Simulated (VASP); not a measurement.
Wanted: the native input for a VASP 6.6.1 run.

```yaml
Task: relaxation of cell and atoms
Functional: PBE
Potentials_or_basis: VASP PAW PBE potentials, release 64 (Bi_d, Se)
Cutoff: 500 eV
k_mesh: 6 × 6 × 6
Occupations: gaussian, width 0.01 eV
Spin: no spin polarisation
Dipole_correction: no
Further_INCAR_settings: ALGO = Normal; EDIFF = 1e-07; IBRION = 2; EDIFFG = -0.005; NSW = 80; ISIF = 3
```

The structure of Bi2Se3 lies in POSCAR:

```
Bi2Se3
1.0
    2.0715000000      1.1959810826      9.5453333333
   -2.0715000000      1.1959810826      9.5453333333
    0.0000000000     -2.3919621653      9.5453333333
Bi Se
2 3
Direct
    0.4007996667      0.4007996667      0.4007996667
    0.5992003333      0.5992003333      0.5992003333
    0.0000000000      0.0000000000      0.0000000000
    0.2117003333      0.2117003333      0.2117003333
    0.7882996667      0.7882996667      0.7882996667
```

One way to write it, as run:

INCAR

```
SYSTEM = Bi2Se3
PREC = Accurate
ENCUT = 500
EDIFF = 1E-7
ISMEAR = 0
SIGMA = 0.01
LREAL = .False.
LASPH = .True.
NELM = 120
ALGO = Normal
ISIF = 3
LWAVE = .False.
LCHARG = .False.
GGA = PE
IBRION = 2
NSW = 80
EDIFFG = -0.005
GGA_COMPAT = .False.
NELMIN = 4
```

KPOINTS

```
Automatic mesh
0
Gamma
  6 6 6
  0 0 0
```

Potentials or basis: VASP PAW PBE potentials, release 64 (Bi_d, Se).

Run with:

```console
$ cat potpaw_PBE.64/Bi_d/POTCAR potpaw_PBE.64/Se/POTCAR > POTCAR
$ mpirun -np 1 vasp_std > vasp.out
```

Results of the run:

| Property | Result |
| --- | --- |
| Relaxed volume | 31.60 Å³/atom |
| Relaxed cell | a = 10.679 Å, b = 10.679 Å, c = 10.679 Å, α = 22.62°, β = 22.62°, γ = 22.62° |
| Space group after relaxing (to 0.1 Å) | R-3m (No. 166) |
| Energy gained by relaxing | 15.4 meV/atom |
| Ionic steps | 32 |
| Pressure after relaxing | 0.0 GPa |
| Band gap on the k mesh | 0.69 eV (least direct gap 0.69 eV) |

Caveat: spin-orbit coupling is left out, which moves the levels of the heavy elements.

It took 100 min on 1 thread of Intel(R) Xeon(R) 6975P-C (Granite Rapids), with other jobs on the host, peak memory 0.91 GiB.
